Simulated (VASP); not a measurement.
The system is BN.

```
N B
1.0
     2.50180    0.00000    0.00000
    -1.25090    2.16663    0.00000
     0.00000    0.00000    4.14057
N B
2 2
Direct
  0.33333 0.66667 0.12528
  0.66667 0.33333 0.62528
  0.33333 0.66667 0.49972
  0.66667 0.33333 0.99972
```

Base run:

- Program: VASP 6.6.1
- Functional: r2SCAN
- Potentials or basis: VASP PAW PBE potentials, release 64 (N, B)
- Cutoff: 520 eV
- k mesh: 12 × 12 × 6
- Occupations: fermi-dirac, width 0.05 eV
- Spin: no spin polarisation

Its results: band gap on the k mesh 5.63 eV, indirect (least direct gap 9.23 eV); pressure 22.5 GPa; largest force 0.029 eV/Å.

**Question.** The run is repeated on the same cell with these changes: functional from r2SCAN to PBEsol. What comes out?

**Answer.** Band gap on the k mesh 4.86 eV, indirect (least direct gap 8.44 eV); pressure 20.2 GPa; largest force 0.040 eV/Å.

r2SCAN gives the wider gap, since meta-GGAs in the generalised Kohn-Sham scheme recover part of the derivative discontinuity.

Caveats: the PAW data sets were made with another functional, which shifts forces and pressure a little.

A k mesh can miss the band edges.
